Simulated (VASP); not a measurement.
# C (P6_3/mmc) in VASP: notebook, part 2 of 2

VASP 6.6.1.

## (4) Single point, PBE, collinear spin, ferromagnetic start

This run uses another cell than the first one, of 9.85 Å³/atom, 1.294 times its volume.

File INCAR:

```
  PREC = Accurate
  ENCUT = 520
  EDIFF = 1E-6
  ISMEAR = -1
  SIGMA = 0.1
  LREAL = False
  LASPH = True
  NELM = 150
  ALGO = Normal
  ISIF = 2
  LWAVE = False
  LCHARG = False
  ISPIN = 2
  MAGMOM = 0.2 0.2 0.2 0.2
  LORBIT = 11
  GGA = PE
  NBANDS = 20
```

File KPOINTS:

```
regular mesh
0
Gamma
  15 15 5
```

File POSCAR:

```
C
1.0
    2.4644764848      0.0000000000      0.0000000000
   -1.2322382424      2.1342992429      0.0000000000
    0.0000000000      0.0000000000      7.4881843723
C
4
Direct
    0.0000000000      0.0000000000      0.2500000000
    0.0000000000      0.0000000000      0.7500000000
    0.3333333333      0.6666666667      0.2500000000
    0.6666666667      0.3333333333      0.7500000000
```

Potentials or basis: VASP PAW PBE potentials, release 64 (C).

Started as:

```
cat potpaw_PBE.64/C/POTCAR > POTCAR
mpirun -np 1 vasp_std > vasp.out
```

OUTCAR:

```text
PREC = Accurate
   ENCUT = 520
   EDIFF = 1E-6
   ISMEAR = -1
   LREAL = False
   LASPH = True
   NELM = 150
   ISIF = 2
   ISPIN = 2
   LORBIT = 11
   GGA = PE

 ion  position               nearest neighbor table
   1  0.000  0.000  0.250-   3 1.42   3 1.42   3 1.42
   2  0.000  0.000  0.750-   4 1.42   4 1.42   4 1.42
   3  0.333  0.667  0.250-   1 1.42   1 1.42   1 1.42
   4  0.667  0.333  0.750-   2 1.42   2 1.42   2 1.42

  LATTYP: Found a hexagonal cell.
 ALAT       =     2.4644764848
 C/A-ratio  =     3.0384482946

  Lattice vectors:

 A1 = (   2.4644764848,   0.0000000000,   0.0000000000)
 A2 = (  -1.2322382424,   2.1342992429,   0.0000000000)
 A3 = (   0.0000000000,   0.0000000000,   7.4881843723)

Analysis of symmetry for initial positions (statically):
=====================================================================
 Subroutine PRICEL returns:
 Original cell was already a primitive cell.

 Routine SETGRP: Setting up the symmetry group for a
 hexagonal supercell.

 Subroutine GETGRP returns: Found 24 space group operations
 (whereof 12 operations were pure point group operations)
 out of a pool of 24 trial point group operations.

The static configuration has the point symmetry D_3d.
 The point group associated with its full space group is D_6h.

Analysis of symmetry for dynamics (positions and initial velocities):
=====================================================================
 Subroutine PRICEL returns:
 Original cell was already a primitive cell.

 Routine SETGRP: Setting up the symmetry group for a
 hexagonal supercell.

 Subroutine GETGRP returns: Found 24 space group operations
 (whereof 12 operations were pure point group operations)
 out of a pool of 24 trial point group operations.

The dynamic configuration has the point symmetry D_3d.
 The point group associated with its full space group is D_6h.

Analysis of structural, dynamic, and magnetic symmetry:
=====================================================================
 Subroutine PRICEL returns:
 Original cell was already a primitive cell.

 Routine SETGRP: Setting up the symmetry group for a
 hexagonal supercell.

 Subroutine GETGRP returns: Found 24 space group operations
 (whereof 12 operations were pure point group operations)
 out of a pool of 24 trial point group operations.

The overall configuration has the point symmetry D_3d.
 The point group associated with its full space group is D_6h.

 Subroutine INISYM returns: Found 24 space group operations
 (whereof 12 operations are pure point group operations),
 and found     1 'primitive' translations

----------------------------------------------------------------------------------------

                                     Primitive cell

  volume of cell :      39.3873

  direct lattice vectors                    reciprocal lattice vectors
     2.464476485  0.000000000  0.000000000     0.405765689  0.234268930  0.000000000
    -1.232238242  2.134299243  0.000000000     0.000000000  0.468537860  0.000000000
     0.000000000  0.000000000  7.488184372     0.000000000  0.000000000  0.133543720

  length of vectors
     2.464476485  2.464476485  7.488184372     0.468537860  0.468537860  0.133543720

  position of ions in fractional coordinates (direct lattice)
     0.000000000  0.000000000  0.250000000
[... 81 lines left out ...]
   NELM   =    150;   NELMIN=  2; NELMDL= -5     # of ELM steps
   EDIFF  = 0.1E-05   stopping-criterion for ELM
   LREAL  =      F    real-space projection
   EDIFFG = 0.1E-04   stopping-criterion for IOM
   NSW    =      0    number of steps for IOM
   IBRION =     -1    ionic relax: 0-MD 1-quasi-New 2-CG
   NFREE  =      0    steps in history (QN), initial steepest desc. (CG)
   ISIF   =      2    stress and relaxation
   ISYM   =      2    0-nonsym 1-usesym 2-fastsym
   POTIM  = 0.5000    time-step for ionic-motion
   TEBEG  =    0.0;   TEEND  =   0.0 temperature during run
   PSTRESS=    0.0 pullay stress
   NELECT =      16.0000    total number of electrons
   NUPDOWN=      -1.0000    fix difference up-down
   EMIN   =  10.00;   EMAX   =-10.00  energy-range for DOS
   EFERMI =   0.00;   METHOD = LEGACY
   ISMEAR =    -1;   SIGMA  =   0.10  broadening in eV -4-tet -1-fermi 0-gaus
   EFERMI_NEDOS =   21; number of points for ismear=-14 and -15
   IALGO  =     38    algorithm
   IMIX   =      4    mixing-type and parameters
     AMIX     =   0.40;   BMIX     =  1.00
     AMIX_MAG =   1.60;   BMIX_MAG =  1.00
  volume/ion in A,a.u.               =       9.85        66.45
  Fermi-wavevector in a.u.,A,eV,Ry     =   1.212447  2.291192 20.000931  1.470027
  Thomas-Fermi vector in A             =   2.347930
   LORBIT       =     11    0 simple, 1 ext, 2 COOP (PROOUT), +10 PAW based schemes
   GGA     = PE    functional components
   LHFCALC =     F    Hartree Fock is set to
   AEXX    =    0.0000 exact exchange contribution
   IVDW    =     0    specifies the selected vdW correction
   LEPSILON=     F    determine dielectric tensor
   LRPA    =     F    only Hartree local field effects (RPA)
 spin polarized calculation
  energy-cutoff  :      520.00
  volume of cell :       39.39
 maximum number of plane-waves:      1084
   NGX =  9   NGY =  9   NGZ = 27

 number of electron      15.9999994 magnetization      -0.0001929

 number of electron      15.9999994 magnetization       0.0000198

 Free energy of the ion-electron system (eV)
  ---------------------------------------------------
  ext. energy  EPLUGINS =         0.00000000
  ---------------------------------------------------
  free energy    TOTEN  =       -36.89279997 eV

  energy without entropy =      -36.88906529  energy(sigma->0) =      -36.89093263

 E-fermi :   3.7724     XC(G=0):  -9.5729

 val. band max:        3.7705197034   @ k =   0.3333   0.3333   0.2000
 cond. band min:       3.7751916927   @ k =   0.3333   0.3333   0.4000
 fundamental gap:      0.0046719894
 Fermi energy:         3.7724278575

 spin component 1

 k-point     1 :       0.0000    0.0000    0.0000
  band No.  band energies     occupation
      1     -15.8138      1.00000
      2     -15.6925      1.00000
      3      -4.3656      1.00000
      4      -3.2819      1.00000
      5       0.7378      1.00000
      6       0.7378      1.00000
[... 541 lines left out ...]
     19      21.0929      0.00000
     20      22.8803      0.00000

 [... further k-points ...]

 spin component 2

 k-point     1 :       0.0000    0.0000    0.0000
  band No.  band energies     occupation
      1     -15.8138      1.00000
      2     -15.6925      1.00000
      3      -4.3656      1.00000
      4      -3.2819      1.00000
      5       0.7379      1.00000
      6       0.7379      1.00000
[... 541 lines left out ...]
     19      21.0929      0.00000
     20      22.8803      0.00000

 [... further k-points ...]

------------------------ aborting loop because EDIFF is reached ----------------------------------------

  FORCE on cell =-STRESS in cart. coord.  units (eV):
  Direction    XX          YY          ZZ          XY          YZ          ZX
  --------------------------------------------------------------------------------------
  -------------------------------------------------------------------------------------
  Total        0.3637011      0.3637011      0.1871909      0.0000000     -0.0000000      0.0000000
  in kB       14.7944457     14.7944457      7.6144528      0.0000000     -0.0000000      0.0000000
  external PRESSURE =      12.4011148 kB  Pullay stress =       0.0000000 kB

 VOLUME and BASIS-vectors are now :
 -----------------------------------------------------------------------------
  energy-cutoff  :      520.00
  volume of cell :       39.39
      direct lattice vectors                 reciprocal lattice vectors
     2.464476485  0.000000000  0.000000000     0.405765689  0.234268930  0.000000000
    -1.232238242  2.134299243  0.000000000     0.000000000  0.468537860  0.000000000
     0.000000000  0.000000000  7.488184372     0.000000000  0.000000000  0.133543720

 POSITION                                       TOTAL-FORCE (eV/Angst)
 -----------------------------------------------------------------------------------
      0.00000      0.00000      1.87205        -0.000000      0.000000     -0.000000
      0.00000      0.00000      5.61614         0.000000     -0.000000     -0.000000
     -0.00000      1.42287      1.87205        -0.000000      0.000000      0.000000
      1.23224      0.71143      5.61614         0.000000     -0.000000     -0.000000
 -----------------------------------------------------------------------------------
    total drift:                                0.000000     -0.000000      0.000000

  FREE ENERGIE OF THE ION-ELECTRON SYSTEM (eV)
  ---------------------------------------------------
  free  energy   TOTEN  =       -36.8927999661 eV

  energy  without entropy=      -36.8890652896  energy(sigma->0) =      -36.89093263

 total charge

# of ion       s       p       d       tot
------------------------------------------
    1        0.863   1.788   0.000   2.651
    2        0.863   1.788   0.000   2.651
    3        0.863   1.789   0.000   2.652
    4        0.863   1.789   0.000   2.652
--------------------------------------------------
tot          3.453   7.153   0.000  10.606

 magnetization (x)

# of ion       s       p       d       tot
------------------------------------------
    1       -0.000   0.000   0.000   0.000
    2       -0.000   0.000   0.000   0.000
    3       -0.000  -0.000   0.000  -0.000
    4       -0.000  -0.000   0.000  -0.000
--------------------------------------------------
tot         -0.000   0.000   0.000   0.000
```

OSZICAR:

```text
N       E                     dE             d eps       ncg     rms          rms(c)
DAV:   1     0.331020906255E+02    0.33102E+02   -0.73009E+03  6512   0.704E+02
DAV:   2    -0.365767967452E+02   -0.69679E+02   -0.64232E+02  8704   0.169E+02
DAV:   3    -0.392593728096E+02   -0.26826E+01   -0.26548E+01  8160   0.282E+01
DAV:   4    -0.392784164435E+02   -0.19044E-01   -0.19035E-01  8020   0.292E+00
DAV:   5    -0.392785870189E+02   -0.17058E-03   -0.17056E-03  7748   0.264E-01    0.913E+00
DAV:   6    -0.374609722630E+02    0.18176E+01   -0.97412E-01  7688   0.561E+00    0.526E+00
DAV:   7    -0.368698395063E+02    0.59113E+00   -0.12397E+00  7792   0.634E+00    0.164E+00
DAV:   8    -0.368886906400E+02   -0.18851E-01   -0.81764E-02  7560   0.153E+00    0.880E-01
DAV:   9    -0.368918960671E+02   -0.32054E-02   -0.41482E-03  7100   0.489E-01    0.337E-01
DAV:  10    -0.368925132505E+02   -0.61718E-03   -0.50158E-04  7688   0.154E-01    0.623E-02
DAV:  11    -0.368926721681E+02   -0.15892E-03   -0.88921E-05  7096   0.659E-02    0.353E-02
DAV:  12    -0.368927826491E+02   -0.11048E-03   -0.74757E-05  7088   0.472E-02    0.130E-02
DAV:  13    -0.368927986978E+02   -0.16049E-04   -0.10318E-05  7524   0.215E-02    0.362E-03
DAV:  14    -0.368927999088E+02   -0.12110E-05   -0.96398E-07  7284   0.725E-03    0.196E-03
DAV:  15    -0.368927999661E+02   -0.57299E-07   -0.76832E-08  4044   0.193E-03
   1 F= -.36892800E+02 E0= -.36890933E+02  d E =-.373468E-02  mag=     0.0001
```

It took 49 s on 1 thread of Intel Xeon 6975P-C (Granite Rapids), shared host; peak memory 0.2 GiB.

Results:

* Free energy: -36.8928 eV
* Pressure: 1.2 GPa
* Band gap on the k mesh: zero (filled and empty bands overlap)
* Net moment: 0.00 μB per cell
* Valence electrons inside the program's atomic spheres: C 2.65

Caveat: this functional lacks dispersion, which binds the layers, so the pressure and a relaxed spacing across them are unreliable.

## (5) Overview

```tsv
spin	cell	smearing	gap on the mesh (eV)	pressure (GPa)
off	a = 2.441, b = 2.441, c = 5.896 Å, angles 90.0, 90.0, 120.0°, 4 atoms	fermi-dirac 0.1 eV	none	14.4
off	a = 2.441, b = 2.441, c = 5.896 Å, angles 90.0, 90.0, 120.0°, 4 atoms	tetrahedron	none	14.4
collinear, ferromagnetic start	a = 2.464, b = 2.464, c = 7.488 Å, angles 90.0, 90.0, 120.0°, 4 atoms	fermi-dirac 0.1 eV	none	1.2
```

Alike in all rows: task single point; level PBE; potentials or basis VASP PAW PBE potentials, release 64 (C); k mesh 15 × 15 × 5; cutoff (eV) 520.

Caveats: this functional lacks dispersion, which binds the layers, so the pressure and a relaxed spacing across them are unreliable (some runs).

Absolute energies hang on the potentials; compare differences alone.
